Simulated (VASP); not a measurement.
# Y (Im-3m) in VASP: notebook

Runs on Y. Level: PBE. Tasks: single point.

All numbers are computed with VASP 6.6.1; they aren't measurements. Logs are shortened: lines on timing, memory, paths and dates and some standing lists are left out, and cuts for length are marked.

## 1. The cell of the first run

The structure is cubic, space group Im-3m (No. 229). Conventional cell: a = 4.046 Å, b = 4.046 Å, c = 4.046 Å, α = 90.00°, β = 90.00°, γ = 90.00°. Within 4.6 Å of Y (site symmetry m-3m) lie 14 Y at 3.50 to 4.05 Å.

This isn't the form of Y at room conditions, which is hcp.

## 2. Single point, PBE

The input, INCAR:

```
SYSTEM = Y
ALGO     = Normal         ! electronic algorithm
EDIFF    = 1E-7           ! SCF threshold, eV
ENCUT    = 520            ! plane-wave cutoff, eV
GGA      = PE             ! functional
ISIF     = 2              ! what is computed and relaxed
ISMEAR   = -1             ! smearing method
LASPH    = .True.         ! aspherical terms in the spheres
LCHARG   = .True.         ! write CHGCAR
LELF     = .True.         ! ELF
LREAL    = .False.        ! projectors in reciprocal space
LVHAR    = .True.       
LWAVE    = .False.        ! write WAVECAR
NBANDS   = 12             ! bands
NELM     = 100            ! most SCF steps
PREC     = Accurate       ! precision mode
SIGMA    = 0.1            ! smearing width, eV
```

The input, KPOINTS:

```
k-points
0
Gamma
  11 11 11
  0 0 0
```

The input, POSCAR:

```
Y
1.0
   -2.0227532140      2.0227532140      2.0227532140
    2.0227532140     -2.0227532140      2.0227532140
    2.0227532140      2.0227532140     -2.0227532140
Y
1
Direct
    0.0000000000      0.0000000000      0.0000000000
```

Potentials or basis: VASP PAW PBE potentials, release 64 (Y_sv).

Run with:

```
> cat potpaw_PBE.64/Y_sv/POTCAR > POTCAR
> mpirun -np 1 vasp_std > vasp.out
```

OUTCAR:

```text
SYSTEM = Y
   EDIFF = 1E-7
   ENCUT = 520
   GGA = PE
   ISIF = 2
   ISMEAR = -1
   LASPH = .True.
   LREAL = .False.
   NELM = 100
   PREC = Accurate

 ion  position               nearest neighbor table
   1  0.000  0.000  0.000-

  LATTYP: Found a body centered cubic cell.
 ALAT       =     4.0455064280

  Lattice vectors:

 A1 = (  -2.0227532140,   2.0227532140,   2.0227532140)
 A2 = (   2.0227532140,  -2.0227532140,   2.0227532140)
 A3 = (   2.0227532140,   2.0227532140,  -2.0227532140)

Analysis of symmetry for initial positions (statically):
=====================================================================
 Subroutine PRICEL returns:
 Original cell was already a primitive cell.

 Routine SETGRP: Setting up the symmetry group for a
 body centered cubic supercell.

 Subroutine GETGRP returns: Found 48 space group operations
 (whereof 48 operations were pure point group operations)
 out of a pool of 48 trial point group operations.

The static configuration has the point symmetry O_h .

Analysis of symmetry for dynamics (positions and initial velocities):
=====================================================================
 Subroutine PRICEL returns:
 Original cell was already a primitive cell.

 Routine SETGRP: Setting up the symmetry group for a
 body centered cubic supercell.

 Subroutine GETGRP returns: Found 48 space group operations
 (whereof 48 operations were pure point group operations)
 out of a pool of 48 trial point group operations.

The dynamic configuration has the point symmetry O_h .

 Subroutine INISYM returns: Found 48 space group operations
 (whereof 48 operations are pure point group operations),
 and found     1 'primitive' translations

----------------------------------------------------------------------------------------

                                     Primitive cell

  volume of cell :      33.1046

  direct lattice vectors                    reciprocal lattice vectors
    -2.022753214  2.022753214  2.022753214     0.000000000  0.247187841  0.247187841
     2.022753214 -2.022753214  2.022753214     0.247187841  0.000000000  0.247187841
     2.022753214  2.022753214 -2.022753214     0.247187841  0.247187841  0.000000000

  length of vectors
     3.503511338  3.503511338  3.503511338     0.349576397  0.349576397  0.349576397

[... 83 lines left out ...]
   NFREE  =      0    steps in history (QN), initial steepest desc. (CG)
   ISIF   =      2    stress and relaxation
   ISYM   =      2    0-nonsym 1-usesym 2-fastsym
   POTIM  = 0.5000    time-step for ionic-motion
   TEBEG  =    0.0;   TEEND  =   0.0 temperature during run
   PSTRESS=    0.0 pullay stress
   NELECT =      11.0000    total number of electrons
   NUPDOWN=      -1.0000    fix difference up-down
   EMIN   =  10.00;   EMAX   =-10.00  energy-range for DOS
   EFERMI =   0.00;   METHOD = LEGACY
   ISMEAR =    -1;   SIGMA  =   0.10  broadening in eV -4-tet -1-fermi 0-gaus
   EFERMI_NEDOS =   21; number of points for ismear=-14 and -15
   IALGO  =     38    algorithm
   IMIX   =      4    mixing-type and parameters
     AMIX     =   0.40;   BMIX     =  1.00
     AMIX_MAG =   1.60;   BMIX_MAG =  1.00
  volume/ion in A,a.u.               =      33.10       223.40
  Fermi-wavevector in a.u.,A,eV,Ry     =   1.133904  2.142767 17.493521  1.285738
  Thomas-Fermi vector in A             =   2.270607
   LORBIT       =      0    0 simple, 1 ext, 2 COOP (PROOUT), +10 PAW based schemes
   GGA     = PE    functional components
   LHFCALC =     F    Hartree Fock is set to
   AEXX    =    0.0000 exact exchange contribution
   IVDW    =     0    specifies the selected vdW correction
   LEPSILON=     F    determine dielectric tensor
   LRPA    =     F    only Hartree local field effects (RPA)
 non-spin polarized calculation
  energy-cutoff  :      520.00
  volume of cell :       33.10
 maximum number of plane-waves:       935
 NGX is ok and might be reduce to    28
   NGX = 13   NGY = 13   NGZ = 13

 number of electron      11.0000000 magnetization

 Free energy of the ion-electron system (eV)
  ---------------------------------------------------
  ext. energy  EPLUGINS =         0.00000000
  ---------------------------------------------------
  free energy    TOTEN  =        -6.35043035 eV

  energy without entropy =       -6.26986071  energy(sigma->0) =       -6.31014553

 E-fermi :   3.0932     XC(G=0):  -9.3994

 val. band max:        3.0762950252   @ k =   0.3636   0.2727   0.0000
 cond. band min:       3.0947978771   @ k =  -0.2727   0.3636   0.1818
 fundamental gap:      0.0185028520
 Fermi energy:         3.0932357852

 k-point     1 :       0.0000    0.0000    0.0000
  band No.  band energies     occupation
      1     -39.7763      2.00000
      2     -19.4782      2.00000
      3     -19.4782      2.00000
      4     -19.4782      2.00000
      5      -1.7026      2.00000
      6       4.7537      0.00000
      7       4.7537      0.00000
      8       4.7537      0.00000
      9       6.6529      0.00000
     10       6.6529      0.00000
     11      13.3218      0.00000
     12      13.3218      0.00000
[... 331 lines left out ...]
 k-point    24 :       0.3636    0.1818    0.0909
  band No.  band energies     occupation
      1     -39.7083      2.00000
      2     -19.9158      2.00000
      3     -19.7181      2.00000
      4     -19.5635      2.00000
      5       2.0320      1.99995
      6       3.0118      1.38590
      7       3.2998      0.22487
      8       6.9131      0.00000
      9       7.2641      0.00000
     10       9.3690      0.00000
     11       9.9642      0.00000
     12      11.9199      0.00000

 [... further k-points ...]

------------------------ aborting loop because EDIFF is reached ----------------------------------------

  FORCE on cell =-STRESS in cart. coord.  units (eV):
  Direction    XX          YY          ZZ          XY          YZ          ZX
  --------------------------------------------------------------------------------------
  -------------------------------------------------------------------------------------
  Total       -0.0173252     -0.0173252     -0.0173252      0.0000000     -0.0000000      0.0000000
  in kB       -0.8384920     -0.8384920     -0.8384920      0.0000000     -0.0000000      0.0000000
  external PRESSURE =      -0.8384920 kB  Pullay stress =       0.0000000 kB

 VOLUME and BASIS-vectors are now :
 -----------------------------------------------------------------------------
  energy-cutoff  :      520.00
  volume of cell :       33.10
      direct lattice vectors                 reciprocal lattice vectors
    -2.022753214  2.022753214  2.022753214     0.000000000  0.247187841  0.247187841
     2.022753214 -2.022753214  2.022753214     0.247187841  0.000000000  0.247187841
     2.022753214  2.022753214 -2.022753214     0.247187841  0.247187841  0.000000000

 POSITION                                       TOTAL-FORCE (eV/Angst)
 -----------------------------------------------------------------------------------
      0.00000      0.00000      0.00000         0.000000     -0.000000     -0.000000
 -----------------------------------------------------------------------------------
    total drift:                                0.000000      0.000000      0.000000

  FREE ENERGIE OF THE ION-ELECTRON SYSTEM (eV)
  ---------------------------------------------------
  free  energy   TOTEN  =        -6.3504303479 eV

  energy  without entropy=       -6.2698607080  energy(sigma->0) =       -6.31014553
```

stdout:

```text
POSCAR found type information on POSCAR Y
 POSCAR found :  1 types and       1 ions
 scaLAPACK will be used
 LDA part: xc-table for (Slater+PW92), standard interpolation
 POSCAR, INCAR and KPOINTS ok, starting setup
 FFT: planning ... GRIDC
 FFT: planning ... GRID_SOFT
 FFT: planning ... GRID
 WAVECAR not read
 entering main loop
```

It took 13 s on 1 thread of AMD EPYC 9R45 (Zen 5), shared host; peak memory 0.15 GiB.

Results:

- Free energy: -6.3504 eV
- Pressure: -0.1 GPa
- Band gap on the k mesh: zero (an odd number of electrons rules out a gap without spin polarisation)

## 3. Single point, PBE (29.13 Å³/atom)

This run uses another cell than the first one, of 29.13 Å³/atom.

The input, INCAR:

```
ALGO = Normal
EDIFF = 1E-7
ENCUT = 520
GGA = PE
ISIF = 2
ISMEAR = -1
LASPH = T
LCHARG = F
LREAL = F
LWAVE = F
NBANDS = 12
NELM = 60
PREC = Accurate
SIGMA = 0.1
```

The input, KPOINTS:

```
k-points
0
Gamma
  12 12 12
```

The input, POSCAR:

```
Y
1.0
   -1.9383719831      1.9383719831      1.9383719831
    1.9383719831     -1.9383719831      1.9383719831
    1.9383719831      1.9383719831     -1.9383719831
Y
1
Direct
    0.0000000000      0.0000000000      0.0000000000
```

Potentials or basis: VASP PAW PBE potentials, release 64 (Y_sv).

Run with:

```
> cat potpaw_PBE.64/Y_sv/POTCAR > POTCAR
> mpirun -np 1 vasp_std > vasp.out
```

OUTCAR:

```text
EDIFF = 1E-7
   ENCUT = 520
   GGA = PE
   ISIF = 2
   ISMEAR = -1
   LASPH = T
   LREAL = F
   NELM = 60
   PREC = Accurate

 ion  position               nearest neighbor table
   1  0.000  0.000  0.000-

  LATTYP: Found a body centered cubic cell.
 ALAT       =     3.8767439662

  Lattice vectors:

 A1 = (  -1.9383719831,   1.9383719831,   1.9383719831)
 A2 = (   1.9383719831,  -1.9383719831,   1.9383719831)
 A3 = (   1.9383719831,   1.9383719831,  -1.9383719831)

Analysis of symmetry for initial positions (statically):
=====================================================================
 Subroutine PRICEL returns:
 Original cell was already a primitive cell.

 Routine SETGRP: Setting up the symmetry group for a
 body centered cubic supercell.

 Subroutine GETGRP returns: Found 48 space group operations
 (whereof 48 operations were pure point group operations)
 out of a pool of 48 trial point group operations.

The static configuration has the point symmetry O_h .

[... 166 lines left out ...]
  band No.  band energies     occupation
      1     -38.8170      2.00000
      2     -18.4085      2.00000
      3     -18.4085      2.00000
      4     -18.4085      2.00000
      5      -1.2412      2.00000
      6       5.5507      0.00000
      7       5.5507      0.00000
      8       5.5507      0.00000
      9       7.7170      0.00000
     10       7.7170      0.00000
     11      14.4485      0.00000
     12      14.4485      0.00000
[... 331 lines left out ...]
 k-point    24 :       0.4167    0.0833    0.0833
  band No.  band energies     occupation
      1     -38.7024      2.00000
      2     -19.1645      2.00000
      3     -18.7017      2.00000
      4     -18.4689      2.00000
      5       1.9712      2.00000
      6       3.7132      1.18515
      7       4.6023      0.00040
      8       7.8815      0.00000
      9       8.4584      0.00000
     10      10.8822      0.00000
     11      12.1532      0.00000
     12      12.8495      0.00000

 [... further k-points ...]

------------------------ aborting loop because EDIFF is reached ----------------------------------------

  FORCE on cell =-STRESS in cart. coord.  units (eV):
  Direction    XX          YY          ZZ          XY          YZ          ZX
  --------------------------------------------------------------------------------------
  -------------------------------------------------------------------------------------
  Total        1.0513737      1.0513737      1.0513737     -0.0000000      0.0000000      0.0000000
  in kB       57.8224267     57.8224267     57.8224267     -0.0000000      0.0000000      0.0000000
  external PRESSURE =      57.8224267 kB  Pullay stress =       0.0000000 kB

 VOLUME and BASIS-vectors are now :
 -----------------------------------------------------------------------------
  energy-cutoff  :      520.00
  volume of cell :       29.13
      direct lattice vectors                 reciprocal lattice vectors
    -1.938371983  1.938371983  1.938371983     0.000000000  0.257948425  0.257948425
     1.938371983 -1.938371983  1.938371983     0.257948425  0.000000000  0.257948425
     1.938371983  1.938371983 -1.938371983     0.257948425  0.257948425  0.000000000

 POSITION                                       TOTAL-FORCE (eV/Angst)
 -----------------------------------------------------------------------------------
      0.00000      0.00000      0.00000         0.000000     -0.000000      0.000000
 -----------------------------------------------------------------------------------
    total drift:                                0.000000      0.000000      0.000000

  FREE ENERGIE OF THE ION-ELECTRON SYSTEM (eV)
  ---------------------------------------------------
  free  energy   TOTEN  =        -6.2857446752 eV

  energy  without entropy=       -6.2130514401  energy(sigma->0) =       -6.24939806
```

OSZICAR:

```text
N       E                     dE             d eps       ncg     rms          rms(c)
DAV:   1     0.258671493624E+02    0.25867E+02   -0.55522E+03  1728   0.835E+02
DAV:   2    -0.525252191108E+01   -0.31120E+02   -0.30186E+02  2104   0.170E+02
DAV:   3    -0.642359721830E+01   -0.11711E+01   -0.11547E+01  2448   0.220E+01
DAV:   4    -0.644715974947E+01   -0.23563E-01   -0.23550E-01  1936   0.288E+00
DAV:   5    -0.644757248323E+01   -0.41273E-03   -0.41272E-03  2216   0.292E-01    0.252E+01
DAV:   6    -0.630815906677E+01    0.13941E+00   -0.17823E-01  1908   0.291E+00    0.153E+01
DAV:   7    -0.628920243342E+01    0.18957E-01   -0.26323E-01  2072   0.352E+00    0.119E+00
DAV:   8    -0.628594092141E+01    0.32615E-02   -0.32225E-02  1976   0.145E+00    0.208E-01
DAV:   9    -0.628576686967E+01    0.17405E-03   -0.70181E-04  2048   0.227E-01    0.790E-02
DAV:  10    -0.628574403765E+01    0.22832E-04   -0.10267E-04  2004   0.902E-02    0.216E-02
DAV:  11    -0.628574672261E+01   -0.26850E-05   -0.15619E-05  1968   0.316E-02    0.234E-02
DAV:  12    -0.628574468987E+01    0.20327E-05   -0.36590E-06  1820   0.161E-02    0.222E-03
DAV:  13    -0.628574467516E+01    0.14708E-07   -0.12196E-07  1700   0.299E-03
   1 F= -.62857447E+01 E0= -.62493981E+01  d E =-.726932E-01
```

It took 15 s on 1 thread of AMD EPYC 9R45 (Zen 5), shared host; peak memory 0.16 GiB.

Results:

```
Free energy            : -6.2857 eV
Pressure               : 5.8 GPa
Band gap on the k mesh : zero (an odd number of electrons rules out a gap without spin polarisation)
```

Levels at points of the mesh, in eV from the Fermi level:
| k point | band 1 | band 2 | band 3 | band 4 | band 5 | band 6 | band 7 | band 8 | band 9 | band 10 |
| --- | --- | --- | --- | --- | --- | --- | --- | --- | --- | --- |
| (0.00, 0.00, 0.00) | -42.57 | -22.16 | -22.16 | -22.16 | -4.99 | 1.80 | 1.80 | 1.80 | 3.97 | 3.97 |
| (0.50, 0.00, 0.00) | -42.46 | -22.97 | -22.41 | -22.17 | -2.20 | 0.09 | 1.15 | 3.96 | 4.68 | 6.63 |
| (0.50, 0.50, 0.50) | -42.38 | -22.71 | -22.71 | -22.71 | -1.79 | -1.79 | 5.99 | 5.99 | 5.99 | 6.24 |

Caveat: the cell stands under pressure.

## 4. Single point, PBE (30.46 Å³/atom)

This run uses another cell than the first one, of 30.46 Å³/atom.

The input, INCAR:

```
  PREC = Accurate
  ENCUT = 520
  EDIFF = 1E-6
  ISMEAR = -1
  SIGMA = 0.1
  LREAL = False
  LASPH = True
  NELM = 80
  ALGO = Normal
  ISIF = 2
  LWAVE = False
  LCHARG = True
  GGA = PE
  LELF = True
  LVHAR = True
  NBANDS = 12
```

The input, KPOINTS:

```
regular mesh
0
Gamma
  12 12 12
```

The input, POSCAR:

```
Y
1.0
   -1.9673071741      1.9673071741      1.9673071741
    1.9673071741     -1.9673071741      1.9673071741
    1.9673071741      1.9673071741     -1.9673071741
Y
1
Direct
    0.0000000000      0.0000000000      0.0000000000
```

Potentials or basis: VASP PAW PBE potentials, release 64 (Y_sv).

Run with:

```
> cat potpaw_PBE.64/Y_sv/POTCAR > POTCAR
> mpirun -np 1 vasp_std > vasp.out
```

OUTCAR:

```text
PREC = Accurate
   ENCUT = 520
   EDIFF = 1E-6
   ISMEAR = -1
   LREAL = False
   LASPH = True
   NELM = 80
   ISIF = 2
   GGA = PE

 ion  position               nearest neighbor table
   1  0.000  0.000  0.000-

  LATTYP: Found a body centered cubic cell.
 ALAT       =     3.9346143482

  Lattice vectors:

 A1 = (  -1.9673071741,   1.9673071741,   1.9673071741)
 A2 = (   1.9673071741,  -1.9673071741,   1.9673071741)
[... 537 lines left out ...]
     10      10.3150      0.00000
     11      11.4724      0.00000
     12      12.4019      0.00000

 [... further k-points ...]

------------------------ aborting loop because EDIFF is reached ----------------------------------------

  FORCE on cell =-STRESS in cart. coord.  units (eV):
  Direction    XX          YY          ZZ          XY          YZ          ZX
  --------------------------------------------------------------------------------------
  -------------------------------------------------------------------------------------
  Total        0.6646358      0.6646358      0.6646358      0.0000000     -0.0000000      0.0000000
  in kB       34.9637326     34.9637326     34.9637326      0.0000000     -0.0000000      0.0000000
  external PRESSURE =      34.9637326 kB  Pullay stress =       0.0000000 kB

 VOLUME and BASIS-vectors are now :
 -----------------------------------------------------------------------------
  energy-cutoff  :      520.00
  volume of cell :       30.46
      direct lattice vectors                 reciprocal lattice vectors
    -1.967307174  1.967307174  1.967307174     0.000000000  0.254154515  0.254154515
     1.967307174 -1.967307174  1.967307174     0.254154515  0.000000000  0.254154515
     1.967307174  1.967307174 -1.967307174     0.254154515  0.254154515  0.000000000

 POSITION                                       TOTAL-FORCE (eV/Angst)
 -----------------------------------------------------------------------------------
      0.00000      0.00000      0.00000         0.000000      0.000000      0.000000
 -----------------------------------------------------------------------------------
    total drift:                                0.000000      0.000000      0.000000

  FREE ENERGIE OF THE ION-ELECTRON SYSTEM (eV)
  ---------------------------------------------------
  free  energy   TOTEN  =        -6.3239190911 eV

  energy  without entropy=       -6.2489212363  energy(sigma->0) =       -6.28642016
```

OSZICAR:

```text
N       E                     dE             d eps       ncg     rms          rms(c)
DAV:   1     0.253690430381E+02    0.25369E+02   -0.57754E+03  1744   0.841E+02
DAV:   2    -0.505411660899E+01   -0.30423E+02   -0.29524E+02  2092   0.164E+02
DAV:   3    -0.647479580572E+01   -0.14207E+01   -0.13981E+01  2436   0.229E+01
DAV:   4    -0.650495139771E+01   -0.30156E-01   -0.30129E-01  2032   0.313E+00
DAV:   5    -0.650557538250E+01   -0.62398E-03   -0.62397E-03  2132   0.324E-01    0.248E+01
DAV:   6    -0.635277780304E+01    0.15280E+00   -0.18492E-01  1876   0.295E+00    0.150E+01
DAV:   7    -0.632756373002E+01    0.25214E-01   -0.27454E-01  2016   0.356E+00    0.115E+00
DAV:   8    -0.632414954092E+01    0.34142E-02   -0.34309E-02  1980   0.148E+00    0.195E-01
DAV:   9    -0.632394743660E+01    0.20210E-03   -0.76103E-04  2016   0.237E-01    0.864E-02
DAV:  10    -0.632391844754E+01    0.28989E-04   -0.12731E-04  2012   0.988E-02    0.251E-02
DAV:  11    -0.632392116518E+01   -0.27176E-05   -0.18718E-05  1992   0.351E-02    0.233E-02
DAV:  12    -0.632391919334E+01    0.19718E-05   -0.34599E-06  1856   0.159E-02    0.343E-03
DAV:  13    -0.632391909111E+01    0.10223E-06   -0.17247E-07  1008   0.344E-03
   1 F= -.63239191E+01 E0= -.62864202E+01  d E =-.749979E-01
```

stdout:

```text
POSCAR found type information on POSCAR Y
 POSCAR found :  1 types and       1 ions
 scaLAPACK will be used
 LDA part: xc-table for (Slater+PW92), standard interpolation
 POSCAR, INCAR and KPOINTS ok, starting setup
 FFT: planning ... GRIDC
 FFT: planning ... GRID_SOFT
 FFT: planning ... GRID
 WAVECAR not read
 entering main loop
```

Wall time 16 s (1 thread of AMD EPYC 9R45 (Zen 5), shared host); peak memory 0.16 GiB.

What came out:

```yaml
Free_energy: -6.3239 eV
Pressure: 3.5 GPa
Band_gap_on_the_k_mesh: zero (an odd number of electrons rules out a gap without spin polarisation)
```

Levels at points of the mesh, in eV from the Fermi level:
```tsv
k point	band 2	band 3	band 4	band 5	band 6	band 7	band 8	band 9
(0.00, 0.00, 0.00)	-22.30	-22.30	-22.30	-4.93	1.75	1.75	1.75	3.82
(0.50, 0.00, 0.00)	-23.01	-22.53	-22.31	-2.12	0.13	0.98	3.79	4.48
(0.50, 0.50, 0.50)	-22.79	-22.79	-22.79	-1.66	-1.66	5.72	5.72	5.72
```

Caveat: the cell stands under pressure.

(Continued in part 2 of 2.)
